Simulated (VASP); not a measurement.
# Re in VASP: a series of runs

The runs below take Re through single point, with PBE.

All numbers are computed with VASP 6.6.1; they aren't measurements. Logs are shortened: lines on timing, memory, paths and dates and some standing lists are left out, and cuts for length are marked.

## Step 1: The cell of the first run

The cell holds a wire with vacuum, 1 atom: a = 9.000 Å, b = 9.300 Å, c = 2.396 Å, α = 90.00°, β = 90.00°, γ = 90.00°.

## Step 2: Single point, PBE, collinear spin, ferromagnetic start

The input, INCAR:

```
PREC     = Accurate       # precision mode
ENCUT    = 520            # plane-wave cutoff, eV
EDIFF    = 1E-6           # SCF threshold, eV
ISMEAR   = 0              # smearing method
SIGMA    = 0.05           # smearing width, eV
LREAL    = False          # projectors in reciprocal space
LASPH    = True           # aspherical terms in the spheres
NELM     = 150            # most SCF steps
ALGO     = Normal         # electronic algorithm
ISIF     = 2              # what is computed and relaxed
LWAVE    = False          # write WAVECAR
LCHARG   = True           # write CHGCAR
ISPIN    = 2              # spin polarisation
MAGMOM   = 1.5            # initial moments
LORBIT   = 11             # projections on sites
LMAXMIX  = 4              # l up to which the mixer works
GGA      = PE             # functional
LELF     = True           # ELF
LVHAR    = True         
NBANDS   = 14             # bands
```

The input, KPOINTS:

```
Automatic mesh
0
Gamma
  1 1 26
```

The input, POSCAR:

```
Re
1.0
    9.0000000000      0.0000000000      0.0000000000
    0.0000000000      9.3000000000      0.0000000000
    0.0000000000      0.0000000000      2.3957018122
Re
1
Direct
    0.5000000000      0.5000000000      0.0000000000
```

Potentials or basis: VASP PAW PBE potentials, release 64 (Re).

On the command line:

```sh
$ cat potpaw_PBE.64/Re/POTCAR > POTCAR
$ mpirun -np 1 vasp_std > vasp.out
```

OUTCAR:

```text
PREC = Accurate
   ENCUT = 520
   EDIFF = 1E-6
   ISMEAR = 0
   LREAL = False
   LASPH = True
   NELM = 150
   ISIF = 2
   ISPIN = 2
   LORBIT = 11
   GGA = PE

 ion  position               nearest neighbor table
   1  0.500  0.500  0.000-

  LATTYP: Found a simple orthorhombic cell.
 ALAT       =     2.3957018122
 B/A-ratio  =     3.7567279676
 C/A-ratio  =     3.8819522332

  Lattice vectors:

 A1 = (   0.0000000000,   0.0000000000,   2.3957018122)
 A2 = (   9.0000000000,   0.0000000000,   0.0000000000)
 A3 = (   0.0000000000,   9.3000000000,   0.0000000000)

Analysis of symmetry for initial positions (statically):
=====================================================================
 Subroutine PRICEL returns:
 Original cell was already a primitive cell.

 Routine SETGRP: Setting up the symmetry group for a
 simple orthorhombic supercell.

 Subroutine GETGRP returns: Found  8 space group operations
 (whereof  8 operations were pure point group operations)
 out of a pool of  8 trial point group operations.

The static configuration has the point symmetry D_2h.

Analysis of symmetry for dynamics (positions and initial velocities):
=====================================================================
 Subroutine PRICEL returns:
 Original cell was already a primitive cell.

 Routine SETGRP: Setting up the symmetry group for a
 simple orthorhombic supercell.

 Subroutine GETGRP returns: Found  8 space group operations
 (whereof  8 operations were pure point group operations)
 out of a pool of  8 trial point group operations.

The dynamic configuration has the point symmetry D_2h.

Analysis of structural, dynamic, and magnetic symmetry:
=====================================================================
 Subroutine PRICEL returns:
 Original cell was already a primitive cell.

 Routine SETGRP: Setting up the symmetry group for a
 simple orthorhombic supercell.

 Subroutine GETGRP returns: Found  8 space group operations
 (whereof  8 operations were pure point group operations)
 out of a pool of  8 trial point group operations.

The overall configuration has the point symmetry D_2h.

 Subroutine INISYM returns: Found  8 space group operations
 (whereof  8 operations are pure point group operations),
 and found     1 'primitive' translations

----------------------------------------------------------------------------------------

                                     Primitive cell

  volume of cell :     200.5202

  direct lattice vectors                    reciprocal lattice vectors
     9.000000000  0.000000000  0.000000000     0.111111111  0.000000000  0.000000000
     0.000000000  9.300000000  0.000000000     0.000000000  0.107526882  0.000000000
     0.000000000  0.000000000  2.395701812     0.000000000  0.000000000  0.417414219

  length of vectors
     9.000000000  9.300000000  2.395701812     0.111111111  0.107526882  0.417414219

  position of ions in fractional coordinates (direct lattice)
     0.500000000  0.500000000  0.000000000

  ion indices of the primitive-cell ions
   primitive index   ion index
                 1           1

----------------------------------------------------------------------------------------

 KPOINTS: Automatic mesh

Automatic generation of k-mesh.
 Grid dimensions read from file:
 generate k-points for:    1    1   26

 Generating k-lattice:

  Cartesian coordinates                     Fractional coordinates (reciprocal lattice)
     0.111111111  0.000000000  0.000000000     1.000000000  0.000000000  0.000000000
     0.000000000  0.107526882  0.000000000     0.000000000  1.000000000  0.000000000
     0.000000000  0.000000000  0.016054393     0.000000000  0.000000000  0.038461538

  Length of vectors
     0.111111111  0.107526882  0.016054393

  Shift w.r.t. Gamma in fractional coordinates (k-lattice)
     0.000000000  0.000000000  0.000000000

 Subroutine IBZKPT returns following result:
 ===========================================

 Found     14 irreducible k-points:

 Following reciprocal coordinates:
            Coordinates               Weight
  0.000000  0.000000  0.000000      1.000000
  0.000000  0.000000  0.038462      2.000000
  0.000000  0.000000  0.076923      2.000000
  0.000000  0.000000  0.115385      2.000000
  0.000000  0.000000  0.153846      2.000000
  0.000000  0.000000  0.192308      2.000000
  0.000000  0.000000  0.230769      2.000000
  0.000000  0.000000  0.269231      2.000000
  0.000000  0.000000  0.307692      2.000000
  0.000000  0.000000  0.346154      2.000000
  0.000000  0.000000  0.384615      2.000000
  0.000000  0.000000  0.423077      2.000000
  0.000000  0.000000  0.461538      2.000000
  0.000000  0.000000  0.500000      1.000000
   k-points           NKPTS =     14   k-points in BZ     NKDIM =     14   number of bands    NBANDS=     14
   number of dos      NEDOS =    301   number of ions     NIONS =      1
   total plane-waves  NPLWV =  88200
   dimension x,y,z NGX =    70 NGY =   70 NGZ =   18
   dimension x,y,z NGXF=   140 NGYF=  140 NGZF=   36
   ions per type =               1
   NGX,Y,Z   is equivalent  to a cutoff of  12.93, 12.51, 12.49 a.u.
   NGXF,Y,Z  is equivalent  to a cutoff of  25.86, 25.03, 24.98 a.u.
 SYSTEM =  unknown system
   PREC   = accura    normal or accurate (medium, high low for compatibility)
   ISTART =      0    job   : 0-new  1-cont  2-samecut
   ICHARG =      2    charge: 1-file 2-atom 10-const
   ISPIN  =      2    spin polarized calculation?
   LNONCOLLINEAR =      F non collinear calculations
   LSORBIT =      F    spin-orbit coupling
   LASPH  =      T    aspherical Exc in radial PAW
   ENCUT  =  520.0 eV  38.22 Ry    6.18 a.u.  16.73 17.29  4.45*2*pi/ulx,y,z
   NELM   =    150;   NELMIN=  2; NELMDL= -5     # of ELM steps
   EDIFF  = 0.1E-05   stopping-criterion for ELM
   LREAL  =      F    real-space projection
   EDIFFG = 0.1E-04   stopping-criterion for IOM
   NSW    =      0    number of steps for IOM
   IBRION =     -1    ionic relax: 0-MD 1-quasi-New 2-CG
   NFREE  =      0    steps in history (QN), initial steepest desc. (CG)
   ISIF   =      2    stress and relaxation
   ISYM   =      2    0-nonsym 1-usesym 2-fastsym
   POTIM  = 0.5000    time-step for ionic-motion
   TEBEG  =    0.0;   TEEND  =   0.0 temperature during run
   PSTRESS=    0.0 pullay stress
   NELECT =       7.0000    total number of electrons
   NUPDOWN=      -1.0000    fix difference up-down
   EMIN   =  10.00;   EMAX   =-10.00  energy-range for DOS
   EFERMI =   0.00;   METHOD = LEGACY
   ISMEAR =     0;   SIGMA  =   0.05  broadening in eV -4-tet -1-fermi 0-gaus
   EFERMI_NEDOS =   21; number of points for ismear=-14 and -15
   IALGO  =     38    algorithm
   IMIX   =      4    mixing-type and parameters
     AMIX     =   0.40;   BMIX     =  1.00
     AMIX_MAG =   1.60;   BMIX_MAG =  1.00
  volume/ion in A,a.u.               =     200.52      1353.18
  Fermi-wavevector in a.u.,A,eV,Ry     =   0.535042  1.011083  3.894943  0.286270
  Thomas-Fermi vector in A             =   1.559725
   LORBIT       =     11    0 simple, 1 ext, 2 COOP (PROOUT), +10 PAW based schemes
   GGA     = PE    functional components
   LHFCALC =     F    Hartree Fock is set to
   AEXX    =    0.0000 exact exchange contribution
   IVDW    =     0    specifies the selected vdW correction
   LEPSILON=     F    determine dielectric tensor
   LRPA    =     F    only Hartree local field effects (RPA)
 spin polarized calculation
 Gauss-broadening in eV      SIGMA  =   0.05
  energy-cutoff  :      520.00
  volume of cell :      200.52
 maximum number of plane-waves:      5455
 NGX is ok and might be reduce to    70

 number of electron       6.9999999 magnetization       0.6876948

 Free energy of the ion-electron system (eV)
  ---------------------------------------------------
  ext. energy  EPLUGINS =         0.00000000
  ---------------------------------------------------
  free energy    TOTEN  =        -6.88939684 eV

  energy without entropy =       -6.88612055  energy(sigma->0) =       -6.88775870

 E-fermi :  -4.0379     XC(G=0):  -2.6435

 val. band max:       -4.1127866350   @ k =   0.0000   0.0000   0.3077
 cond. band min:      -4.0273776519   @ k =   0.0000   0.0000   0.2308
 fundamental gap:      0.0854089832
 Fermi energy:        -4.0379186225

 spin component 1

 k-point     1 :       0.0000    0.0000    0.0000
  band No.  band energies     occupation
      1      -9.6615      1.00000
      2      -6.1311      1.00000
      3      -5.1541      1.00000
      4      -5.1541      1.00000
      5      -1.8636      0.00000
      6      -1.8494      0.00000
      7      -0.6333      0.00000
      8      -0.6332      0.00000
      9       0.4371      0.00000
     10       1.4548      0.00000
     11       2.5387      0.00000
     12       2.6292      0.00000
     13       2.8137      0.00000
     14       3.0747      0.00000
[... 206 lines left out ...]
  band No.  band energies     occupation
      1      -7.2900      1.00000
      2      -7.2900      1.00000
      3      -3.5184      0.00000
      4      -3.5166      0.00000
      5      -2.8867      0.00000
      6       0.7372      0.00000
      7       4.7193      0.00000
      8       4.7350      0.00000
      9       6.1511      0.00000
     10       6.8852      0.00000
     11       7.0616      0.00000
     12       7.1362      0.00000
     13       7.3450      0.00000
     14       7.8646      0.00000
 Fermi energy:        -4.0379186225

 spin component 2

 k-point     1 :       0.0000    0.0000    0.0000
  band No.  band energies     occupation
      1      -9.4073      1.00000
      2      -5.7530      1.00000
      3      -4.6933      1.00000
      4      -4.6892      1.00000
      5      -1.6640      0.00000
      6      -1.6483      0.00000
      7      -0.2905      0.00000
      8      -0.2904      0.00000
      9       0.4723      0.00000
     10       1.4961      0.00000
     11       2.5720      0.00000
     12       2.6586      0.00000
     13       2.8935      0.00000
     14       3.0907      0.00000
[... 207 lines left out ...]
      1      -6.9881      1.00000
      2      -6.9881      1.00000
      3      -3.0062      0.00000
      4      -3.0040      0.00000
      5      -2.4228      0.00000
      6       0.9295      0.00000
      7       4.9860      0.00000
      8       5.0039      0.00000
      9       6.2773      0.00000
     10       6.9108      0.00000
     11       7.1367      0.00000
     12       7.2138      0.00000
     13       7.4030      0.00000
     14       7.9086      0.00000

------------------------ aborting loop because EDIFF is reached ----------------------------------------

  FORCE on cell =-STRESS in cart. coord.  units (eV):
  Direction    XX          YY          ZZ          XY          YZ          ZX
  --------------------------------------------------------------------------------------
  -------------------------------------------------------------------------------------
  Total       -0.0343187     -0.0260799     -6.5141980      0.0000000      0.0000000      0.0000000
  in kB       -0.2742098     -0.2083812    -52.0491113      0.0000000      0.0000000      0.0000000
  external PRESSURE =     -17.5105674 kB  Pullay stress =       0.0000000 kB

 VOLUME and BASIS-vectors are now :
 -----------------------------------------------------------------------------
  energy-cutoff  :      520.00
  volume of cell :      200.52
      direct lattice vectors                 reciprocal lattice vectors
     9.000000000  0.000000000  0.000000000     0.111111111  0.000000000  0.000000000
     0.000000000  9.300000000  0.000000000     0.000000000  0.107526882  0.000000000
     0.000000000  0.000000000  2.395701812     0.000000000  0.000000000  0.417414219

 POSITION                                       TOTAL-FORCE (eV/Angst)
 -----------------------------------------------------------------------------------
      4.50000      4.65000      0.00000         0.000000      0.000000      0.000000
 -----------------------------------------------------------------------------------
    total drift:                                0.000000      0.000000      0.000000

  FREE ENERGIE OF THE ION-ELECTRON SYSTEM (eV)
  ---------------------------------------------------
  free  energy   TOTEN  =        -6.8893968447 eV

  energy  without entropy=       -6.8861205538  energy(sigma->0) =       -6.88775870

 total charge

# of ion       s       p       d       tot
------------------------------------------
    1        0.632   0.188   4.805   5.625

 magnetization (x)

# of ion       s       p       d       tot
------------------------------------------
    1        0.023   0.023   0.538   0.584
```

Wall time 74 s (1 thread of AMD EPYC 9R45 (Zen 5), shared host); peak memory 0.33 GiB.

Results:

- Free energy: -6.8894 eV
- Net moment: 0.69 μB per cell
- Site moments: Re +0.58 μB
- Valence electrons inside the program's atomic spheres: Re 5.62

Levels at points of the mesh, in eV from the Fermi level:
Spin up:
```csv
k point,band 2,band 3,band 4,band 5,band 6,band 7
"(0.00, 0.00, 0.00)",-2.09,-1.12,-1.12,2.17,2.19,3.40
"(0.00, 0.00, 0.50)",-3.25,0.52,0.52,1.15,4.78,8.76
```
Spin down:
```csv
k point,band 1,band 2,band 3,band 4,band 5,band 6,band 7,band 8
"(0.00, 0.00, 0.00)",-5.37,-1.72,-0.66,-0.65,2.37,2.39,3.75,3.75
"(0.00, 0.00, 0.50)",-2.95,-2.95,1.03,1.03,1.62,4.97,9.02,9.04
```

Caveat: spin-orbit coupling is left out, which moves the levels of the heavy elements.

## Step 3: Single point, PBE, collinear spin, ferromagnetic start

This run uses another cell than the first one, of 207.58 Å³/atom, 1.035 times its volume.

The input, INCAR:

```
ALGO     = Normal         # electronic algorithm
EDIFF    = 1E-6           # SCF threshold, eV
ENCUT    = 520            # plane-wave cutoff, eV
GGA      = PE             # functional
ISIF     = 2              # what is computed and relaxed
ISMEAR   = 0              # smearing method
ISPIN    = 2              # spin polarisation
LASPH    = True           # aspherical terms in the spheres
LCHARG   = False          # write CHGCAR
LMAXMIX  = 4              # l up to which the mixer works
LORBIT   = 11             # projections on sites
LREAL    = False          # projectors in reciprocal space
LWAVE    = False          # write WAVECAR
MAGMOM   = 1.5            # initial moments
NBANDS   = 14             # bands
NELM     = 150            # most SCF steps
PREC     = Accurate       # precision mode
SIGMA    = 0.05           # smearing width, eV
```

The input, KPOINTS:

```
k-points
0
Gamma
  1 1 26
```

Changes to POSCAR since step 2:

```diff
@@ -4,3 +4,3 @@
     0.0000000000      9.3000000000      0.0000000000
-    0.0000000000      0.0000000000      2.3957018122
+    0.0000000000      0.0000000000      2.4800703133
 Re
```

Potentials or basis: VASP PAW PBE potentials, release 64 (Re).

On the command line:

```sh
$ cat potpaw_PBE.64/Re/POTCAR > POTCAR
$ mpirun -np 1 vasp_std > vasp.out
```

It took 5.5 min on 1 thread of AMD EPYC 9R45 (Zen 5), shared host; peak memory 0.35 GiB.

Results (log left out):

```
Free energy                                           : -6.6138 eV
Net moment                                            : -0.01 μB per cell
Valence electrons inside the program's atomic spheres : Re 5.50
```

Levels at points of the mesh, in eV from the Fermi level:
Spin up:
| k point | band 1 | band 2 | band 3 | band 4 | band 5 | band 6 | band 7 | band 8 | band 9 |
| --- | --- | --- | --- | --- | --- | --- | --- | --- | --- |
| (0.00, 0.00, 0.00) | -5.08 | -1.63 | -0.73 | -0.73 | 2.39 | 2.43 | 3.09 | 3.10 | 4.62 |
| (0.00, 0.00, 0.50) | -2.66 | -2.66 | 0.66 | 0.66 | 1.18 | 4.49 | 8.54 | 8.58 | 9.65 |
Spin down:
```
           k point  band 2  band 3  band 4  band 5  band 6  band 7
(0.00, 0.00, 0.00)   -1.64   -0.74   -0.74    2.41    2.41    3.08
(0.00, 0.00, 0.50)   -2.66    0.65    0.65    1.17    4.48    8.55
```

Caveat: spin-orbit coupling is left out, which moves the levels of the heavy elements.

## Step 4: Single point, PBE, collinear spin, ferromagnetic start

This run uses another cell than the first one: it holds 2 atoms, not 1.

The input, INCAR:

```
  ALGO = Normal
  EDIFF = 1E-7
  ENCUT = 520
  GGA = PE
  ISIF = 2
  ISMEAR = 0
  ISPIN = 2
  LASPH = True
  LCHARG = False
  LMAXMIX = 4
  LORBIT = 11
  LREAL = False
  LWAVE = False
  MAGMOM = 1.5 1.5
  NBANDS = 18
  NELM = 150
  PREC = Accurate
  SIGMA = 0.05
```

The input, KPOINTS:

```
k-points
0
Gamma
  1 1 13
```

The input, POSCAR:

```
Re
1.0
    9.0000000000      0.0000000000      0.0000000000
    0.0000000000      9.3000000000      0.0000000000
    0.0000000000      0.0000000000      4.8492113604
Re
2
Direct
    0.5000000000      0.5000000000     -0.0045511174
    0.5000000000      0.5000000000      0.4695511174
```

On the command line:

```sh
$ cat potpaw_PBE.64/Re/POTCAR > POTCAR
$ mpirun -np 1 vasp_std > vasp.out
```

It took 2 min on 1 thread of AMD EPYC 9R45 (Zen 5), shared host; peak memory 0.54 GiB.

It converged, with:

```yaml
Free_energy: -13.7828 eV
Largest_force: 2.411 eV/Å
Net_moment: 0.78 μB per cell
Site_moments: Re +0.32 μB
Valence_electrons_inside_the_program's_atomic_spheres: Re 5.60
```

Forces on the atoms (eV/Å):
```
Re   0.000  0.000  2.411
Re   0.000  0.000 -2.411
```

Levels at points of the mesh, in eV from the Fermi level:
Spin up:
| k point | band 2 | band 3 | band 4 | band 5 | band 6 | band 7 | band 8 | band 9 | band 10 | band 11 |
| --- | --- | --- | --- | --- | --- | --- | --- | --- | --- | --- |
| (0.00, 0.00, 0.00) | -3.19 | -3.19 | -2.01 | -1.05 | -1.04 | 0.55 | 0.55 | 1.16 | 2.22 | 2.23 |
Spin down:
| k point | band 2 | band 3 | band 4 | band 5 | band 6 | band 7 | band 8 | band 9 | band 10 | band 11 |
| --- | --- | --- | --- | --- | --- | --- | --- | --- | --- | --- |
| (0.00, 0.00, 0.00) | -2.99 | -2.99 | -1.82 | -0.80 | -0.80 | 0.82 | 0.82 | 1.38 | 2.33 | 2.34 |

Caveat: spin-orbit coupling is left out, which moves the levels of the heavy elements.

(Part 1 of 2 ends here.)
